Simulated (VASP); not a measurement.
Input of a VASP 6.6.1 run:

File INCAR:

```
SYSTEM = CdSe
ALGO = Normal
EDIFF = 1E-6
ENCUT = 520
GGA = PE
ISIF = 2
ISMEAR = -1
LASPH = .TRUE.
LCHARG = .FALSE.
LREAL = .FALSE.
LWAVE = .FALSE.
NBANDS = 26
NELM = 80
PREC = Accurate
SIGMA = 0.1
```

Contents of KPOINTS:

```
k-points
0
G
  7 7 4
  0 0 0
```

The input POSCAR:

```
CdSe
1.0
    4.2660100000      0.0000000000      0.0000000000
   -2.1330050000      3.6944740000      0.0000000000
    0.0000000000      0.0000000000      6.9645100000
Cd Se
2 2
Direct
    0.3333300000      0.6666700000      0.0000000000
    0.6666600000      0.3333300000      0.5000000000
    0.3333300000      0.6666700000      0.3850000000
    0.6666600000      0.3333300000      0.8850000000
```

Potentials or basis: VASP PAW PBE potentials, release 64 (Cd, Se).

The run is started by

```bash
$ cat potpaw_PBE.64/Cd/POTCAR potpaw_PBE.64/Se/POTCAR > POTCAR
$ mpirun -np 1 vasp_std > vasp.out
```

Problem. Predict the pressure.

Solution. 4.8 GPa.

Problem. Estimate the largest force.

Solution. 0.317 eV/Å.

Stress tensor (GPa, compression positive):
```
5.64 0.00 0.00
0.00 5.64 0.00
0.00 0.00 3.21
```
